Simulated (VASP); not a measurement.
A run of VASP 6.6.1:

INCAR

```
  PREC = Accurate
  ENCUT = 600
  EDIFF = 1E-7
  ISMEAR = -1
  SIGMA = 0.1
  LREAL = False
  LASPH = True
  NELM = 80
  ALGO = Normal
  ISIF = 3
  LWAVE = False
  LCHARG = False
  GGA = PS
  IBRION = 2
  NSW = 60
  EDIFFG = -0.005
  PSTRESS = 520.0
```

KPOINTS

```
Automatic mesh
0
Gamma
  19 19 10
```

POSCAR

```
Li
1.0
    2.2852153638      0.0000000000      0.0000000000
   -1.1426076819      1.9790545582      0.0000000000
    0.0000000000      0.0000000000      3.7020488893
Li
2
Direct
    0.3333333333      0.6666666667      0.2500000000
    0.6666666667      0.3333333333      0.7500000000
```

Potentials or basis: VASP PAW PBE potentials, release 64 (Li_sv).

The run is started by

```console
$ cat potpaw_PBE.64/Li_sv/POTCAR > POTCAR
$ mpirun -np 1 vasp_std > vasp.out
```

Hardware: 1 thread of Intel(R) Xeon(R) Platinum 8375C CPU @ 2.90GHz (Ice Lake) (shared host).

Estimate the wall time of this run.

Run time: 2.6 min on 1 thread of Intel(R) Xeon(R) Platinum 8375C CPU @ 2.90GHz (Ice Lake) (shared host), peak memory 0.14 GiB. Counts: scf iterations 56, k points 240, ion steps 8.
